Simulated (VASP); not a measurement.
# Al (Fm-3m) in VASP: settings compared, part 2 of 2

VASP 6.6.1. The steps go on from the part before.

**3. Single point, PBEsol+D4, non-collinear spin, typed start, spin-orbit coupling (17.60 Å³/atom)**

This run uses another cell than the first one, of 17.60 Å³/atom.

INCAR

```
SYSTEM = Al
PREC = Accurate ; ENCUT = 520
EDIFF = 1E-6 ; ISMEAR = -1
SIGMA = 0.1 ; LREAL = .FALSE.
LASPH = .TRUE. ; NELM = 150
ALGO = Normal ; ISIF = 2
LWAVE = .FALSE. ; LCHARG = .FALSE.
MAGMOM = -0.255 -0.135 0.456 ; LORBIT = 11
LSORBIT = .TRUE. ; GGA_COMPAT = .FALSE.
LORBMOM = .TRUE. ; GGA = PS
IVDW = 13 ; NBANDS = 14
```

KPOINTS

```
Automatic mesh
0
G
  8 8 8
  0 0 0
```

POSCAR

```
Al
1.0
    0.0000000000      2.0645171409      2.0645171409
    2.0645171409      0.0000000000      2.0645171409
    2.0645171409      2.0645171409      0.0000000000
Al
1
Direct
    0.0000000000      0.0000000000      0.0000000000
```

Potentials or basis: VASP PAW PBE potentials, release 64 (Al).

Command:

```bash
> cat potpaw_PBE.64/Al/POTCAR > POTCAR
> mpirun -np 1 vasp_ncl > vasp.out
```

OUTCAR:

```text
SYSTEM = Al
   PREC = Accurate
   ENCUT = 520
   EDIFF = 1E-6
   ISMEAR = -1
   LREAL = .FALSE.
   LASPH = .TRUE.
   NELM = 150
   ISIF = 2
   LORBIT = 11
   LSORBIT = .TRUE.
   GGA = PS
   IVDW = 13

 ion  position               nearest neighbor table
   1  0.000  0.000  0.000-

  LATTYP: Found a face centered cubic cell.
 ALAT       =     4.1290342818

  Lattice vectors:

 A1 = (   0.0000000000,   2.0645171409,   2.0645171409)
 A2 = (   2.0645171409,   0.0000000000,   2.0645171409)
 A3 = (   2.0645171409,   2.0645171409,   0.0000000000)

Analysis of symmetry for initial positions (statically):
=====================================================================
 Subroutine PRICEL returns:
 Original cell was already a primitive cell.

 Routine SETGRP: Setting up the symmetry group for a
 face centered cubic supercell.

 Subroutine GETGRP returns: Found 48 space group operations
 (whereof 48 operations were pure point group operations)
 out of a pool of 48 trial point group operations.

The static configuration has the point symmetry O_h .

Analysis of symmetry for dynamics (positions and initial velocities):
=====================================================================
 Subroutine PRICEL returns:
 Original cell was already a primitive cell.

 Routine SETGRP: Setting up the symmetry group for a
 face centered cubic supercell.

 Subroutine GETGRP returns: Found 48 space group operations
 (whereof 48 operations were pure point group operations)
 out of a pool of 48 trial point group operations.

The dynamic configuration has the point symmetry O_h .

Analysis of structural, dynamic, and magnetic symmetry:
=====================================================================
 Subroutine PRICEL returns:
[... 581 lines left out ...]
  --------------------------------------------------------------------------------------
  -------------------------------------------------------------------------------------
  Total      -0.81744    -0.81744    -0.81744    -0.00000     0.00000    -0.00000
  in kB     -74.41852   -74.41853   -74.41852    -0.00000     0.00001    -0.00000
  external pressure =      -74.42 kB  Pullay stress =        0.00 kB

 VOLUME and BASIS-vectors are now :
 -----------------------------------------------------------------------------
  energy-cutoff  :      520.00
  volume of cell :       17.60
      direct lattice vectors                 reciprocal lattice vectors
     0.000000000  2.064517141  2.064517141    -0.242187381  0.242187381  0.242187381
     2.064517141  0.000000000  2.064517141     0.242187381 -0.242187381  0.242187381
     2.064517141  2.064517141  0.000000000     0.242187381  0.242187381 -0.242187381

 POSITION                                       TOTAL-FORCE (eV/Angst)
 -----------------------------------------------------------------------------------
      0.00000      0.00000      0.00000         0.000000      0.000000      0.000000
 -----------------------------------------------------------------------------------
    total drift:                               -0.000000     -0.000000     -0.000000

  FREE ENERGIE OF THE ION-ELECTRON SYSTEM (eV)
  ---------------------------------------------------
  free  energy   TOTEN  =        -4.2546107414 eV

  energy  without entropy=       -4.2413443793  energy(sigma->0) =       -4.24797756

 orbital moment (x)

 # of ion     p       tot
 --------------------------------
  1         0.000   0.000
 --------------------------------
            0.000   0.000

 orbital moment (y)

 # of ion     p       tot
 --------------------------------
  1         0.000   0.000
 --------------------------------
            0.000   0.000

 orbital moment (z)

 # of ion     p       tot
 --------------------------------
  1        -0.000  -0.000
 --------------------------------
           -0.000  -0.000

 Spin-Orbit-Coupling matrix elements

 Ion:    1  E_soc:     -0.0001059
 l=   1
     0.0000000    -0.0000177    -0.0000177
    -0.0000177     0.0000000    -0.0000177
    -0.0000177    -0.0000177     0.0000000
 l=   2
     0.0000000     0.0000000     0.0000000     0.0000000     0.0000000
     0.0000000     0.0000000     0.0000000     0.0000000     0.0000000
     0.0000000     0.0000000     0.0000000     0.0000000     0.0000000
     0.0000000     0.0000000     0.0000000     0.0000000     0.0000000
     0.0000000     0.0000000     0.0000000     0.0000000     0.0000000
 l=   3
     0.0000000     0.0000000     0.0000000     0.0000000     0.0000000     0.0000000     0.0000000
     0.0000000     0.0000000     0.0000000     0.0000000     0.0000000     0.0000000     0.0000000
     0.0000000     0.0000000     0.0000000     0.0000000     0.0000000     0.0000000     0.0000000
     0.0000000     0.0000000     0.0000000     0.0000000     0.0000000     0.0000000     0.0000000
     0.0000000     0.0000000     0.0000000     0.0000000     0.0000000     0.0000000     0.0000000
     0.0000000     0.0000000     0.0000000     0.0000000     0.0000000     0.0000000     0.0000000
     0.0000000     0.0000000     0.0000000     0.0000000     0.0000000     0.0000000     0.0000000

 total charge

# of ion       s       p       d       tot
------------------------------------------
    1        0.431   0.318   0.000   0.749

 magnetization (x)

# of ion       s       p       d       tot
------------------------------------------
    1       -0.000  -0.000   0.000  -0.000

 magnetization (y)

# of ion       s       p       d       tot
------------------------------------------
    1       -0.000  -0.000   0.000  -0.000

 magnetization (z)

# of ion       s       p       d       tot
------------------------------------------
    1        0.000   0.000   0.000   0.000
```

stdout:

```text
POSCAR found type information on POSCAR Al
 POSCAR found :  1 types and       1 ions
 scaLAPACK will be used
 -----------------------------------------------------------------------------
|                                                                             |
|                                                                             |
|     You enforced a specific xc type in the INCAR file but a different       |
|     I HOPE YOU KNOW WHAT YOU ARE DOING!                                     |
|                                                                             |
 -----------------------------------------------------------------------------

 LDA part: xc-table for (Slater+PW92), standard interpolation
 POSCAR, INCAR and KPOINTS ok, starting setup
 FFT: planning ... GRIDC
 FFT: planning ... GRID_SOFT
 FFT: planning ... GRID
 WAVECAR not read
 entering main loop
```

It took 3.1 min on 1 thread of Intel Xeon 8259CL, shared host; peak memory 0.24 GiB.

Results:

```
Free energy                                           : -4.2546 eV
Pressure                                              : -7.4 GPa
Net moment                                            : 0.00 μB per cell
Valence electrons inside the program's atomic spheres : Al 0.75
Dispersion energy per atom                            : -0.188 eV
```

Moments on the atoms (μB; x, y, z):
```
Al  0.00 0.00 0.00
```

Caveat: the cell stands under tension; the PAW data sets were made with another functional, which shifts forces and pressure a little.

**4. Single point, M06-L**

This run uses another cell than the first one, of 16.60 Å³/atom.

POSCAR

```
Al
1.0
    0.0000000000      2.0248050000      2.0248050000
    2.0248050000      0.0000000000      2.0248050000
    2.0248050000      2.0248050000      0.0000000000
Al
1
Direct
    0.0000000000      0.0000000000      0.0000000000
```

INCAR.step1

```
  ALGO = Normal
  EDIFF = 1E-5
  ENCUT = 440
  GGA = PE
  GGA_COMPAT = False
  ISIF = 2
  ISMEAR = 1
  LASPH = True
  LCHARG = True
  LREAL = False
  LWAVE = True
  NELM = 100
  PREC = Accurate
  SIGMA = 0.1
```

INCAR.step2

```
  ALGO = All
  EDIFF = 1E-6
  ENCUT = 440
  GGA_COMPAT = False
  ISEARCH = 1
  ISIF = 2
  ISMEAR = 1
  ISTART = 1
  LASPH = True
  LCHARG = False
  LMIXTAU = True
  LREAL = False
  LWAVE = False
  METAGGA = M06L
  NELM = 100
  PREC = Accurate
  SIGMA = 0.1
```

KPOINTS

```
k-points
0
Gamma
  11 11 11
```

Command:

```bash
> cat potpaw_PBE.64/Al/POTCAR > POTCAR
> cp INCAR.step1 INCAR
> mpirun -np 1 vasp_std > vasp.out
> cp INCAR.step2 INCAR
> mpirun -np 1 vasp_std > vasp.out
```

Run time: 10 s. Hardware: 1 thread of Intel Xeon 6975P-C (Granite Rapids), shared host; peak memory 0.12 GiB.

The run converged. Its results:

```
Free energy            : -7.6919 eV
Pressure               : -6.9 GPa
Band gap on the k mesh : zero (an odd number of electrons rules out a gap without spin polarisation)
```

Levels at points of the mesh, in eV from the Fermi level:
| k point | band 1 | band 2 | band 3 | band 4 |
| --- | --- | --- | --- | --- |
| (0.00, 0.00, 0.00) | -11.34 | 12.74 | 12.74 | 12.74 |

Caveat: the cell stands under tension; the PAW data sets were made with another functional, which shifts forces and pressure a little.

**5. Single point, PBE**

This run uses another cell than the first one, of 16.60 Å³/atom.

INCAR

```
PREC     = Accurate       # precision mode
ENCUT    = 500            # plane-wave cutoff, eV
EDIFF    = 1E-6           # SCF threshold, eV
ISMEAR   = -1             # smearing method
SIGMA    = 0.06           # smearing width, eV
LREAL    = False          # projectors in reciprocal space
LASPH    = True           # aspherical terms in the spheres
NELM     = 120            # most SCF steps
ALGO     = Normal         # electronic algorithm
ISIF     = 2              # what is computed and relaxed
LWAVE    = False          # write WAVECAR
LCHARG   = True           # write CHGCAR
GGA      = PE             # functional
LELF     = True           # ELF
LVHAR    = True         
NBANDS   = 8              # bands
GGA_COMPAT= False
```

KPOINTS

```
regular mesh
0
Gamma
  6 6 6
```

POSCAR is that of step 4.

Command:

```bash
> cat potpaw_PBE.64/Al/POTCAR > POTCAR
> mpirun -np 1 vasp_std > vasp.out
```

Run time: 2.2 s. Hardware: 1 thread of AMD EPYC 9R45 (Zen 5), shared host; peak memory 0.09 GiB.

It converged, with:

```
Free energy            : -3.8145 eV
Pressure               : -0.1 GPa
Band gap on the k mesh : zero (an odd number of electrons rules out a gap without spin polarisation)
```

Levels at points of the mesh, in eV from the Fermi level:
| k point | band 1 | band 2 | band 3 | band 4 | band 5 | band 6 |
| --- | --- | --- | --- | --- | --- | --- |
| (0.00, 0.00, 0.00) | -11.44 | 12.23 | 12.23 | 12.23 | 13.68 | 13.68 |
| (0.50, 0.00, 0.00) | -4.92 | -4.72 | 10.99 | 10.99 | 11.08 | 11.08 |
| (0.50, 0.50, 0.00) | -3.26 | -1.95 | 4.91 | 5.22 | 5.22 | 8.66 |

Caveat: the k points lie up to 0.45 Å⁻¹ apart, too coarse for converged energies and pressures of a metal.

**6. Single point, b88 exchange, pbe correlation**

This run uses another cell than the first one, of 15.61 Å³/atom.

INCAR

```
PREC = Accurate
ENCUT = 500
EDIFF = 1E-6
ISMEAR = -1
SIGMA = 0.05
LREAL = F
LASPH = T
NELM = 120
ALGO = Normal
ISIF = 2
LWAVE = F
LCHARG = T
GGA = LIBXC
LIBXC1 = GGA_X_B88
LIBXC2 = GGA_C_PBE
LELF = T
LVHAR = T
NBANDS = 8
GGA_COMPAT = F
```

KPOINTS

```
regular mesh
0
Gamma
  11 11 11
```

POSCAR

```
Al
1.0
    0.0000000000      1.9834708509      1.9834708509
    1.9834708509      0.0000000000      1.9834708509
    1.9834708509      1.9834708509      0.0000000000
Al
1
Direct
    0.0000000000      0.0000000000      0.0000000000
```

Potentials or basis: VASP PAW PBE potentials, release 64 (Al).

Command:

```bash
> cat potpaw_PBE.64/Al/POTCAR > POTCAR
> mpirun -np 1 vasp_std > vasp.out
```

Wall time 3.7 s (1 thread of AMD EPYC 7R13 (Zen 3), shared host); peak memory 0.09 GiB.

Results (log left out):

- Free energy: -3.6419 eV
- Pressure: 5.5 GPa
- Band gap on the k mesh: zero (an odd number of electrons rules out a gap without spin polarisation)

Levels at points of the mesh, in eV from the Fermi level:
```
           k point  band 1  band 2  band 3  band 4  band 5
(0.00, 0.00, 0.00)  -11.52   12.90   12.90   12.90   14.85
```

Caveat: the cell stands under pressure; the PAW data sets were made with another functional, which shifts forces and pressure a little.

**7. Overview**

| level | spin | cell | k mesh | cutoff (eV) | smearing | dipole correction | tolerance level | purpose | gap on the mesh (eV) | pressure (GPa) | moment (μB) |
| --- | --- | --- | --- | --- | --- | --- | --- | --- | --- | --- | --- |
| PBEsol+D4 | non-collinear, typed start, SOC | a = 2.901 Å, angles 60.0°, 1 atom | 8 × 8 × 8 | 520 | fermi-dirac 0.1 eV | no | - | - | - | -6.3 | 0.00 |
| PBEsol+D4 | non-collinear, typed start, SOC | a = 2.920 Å, angles 60.0°, 1 atom | 8 × 8 × 8 | 520 | fermi-dirac 0.1 eV | no | - | - | - | -7.4 | 0.00 |
| M06-L | off | a = 2.864 Å, angles 60.0°, 1 atom | 11 × 11 × 11 | 440 | methfessel-paxton 0.1 eV | - | standard | a run that is hard to end | none | -6.9 | - |
| PBE | off | a = 2.864 Å, angles 60.0°, 1 atom | 6 × 6 × 6 | 500 | fermi-dirac 0.06 eV | no | - | - | none | -0.1 | - |
| b88 exchange, pbe correlation | off | a = 2.805 Å, angles 60.0°, 1 atom | 11 × 11 × 11 | 500 | fermi-dirac 0.05 eV | no | - | - | none | 5.5 | - |

Alike in all rows: task single point; potentials or basis VASP PAW PBE potentials, release 64 (Al).

Caveats: some runs use coarse meshes; the PAW data sets were made with another functional, which shifts forces and pressure a little (at least some runs); the cell stands under tension (at least some runs); the cell stands under pressure (at least some runs).

Total energies depend on the potentials used, so only differences within one code and one set of settings carry meaning.
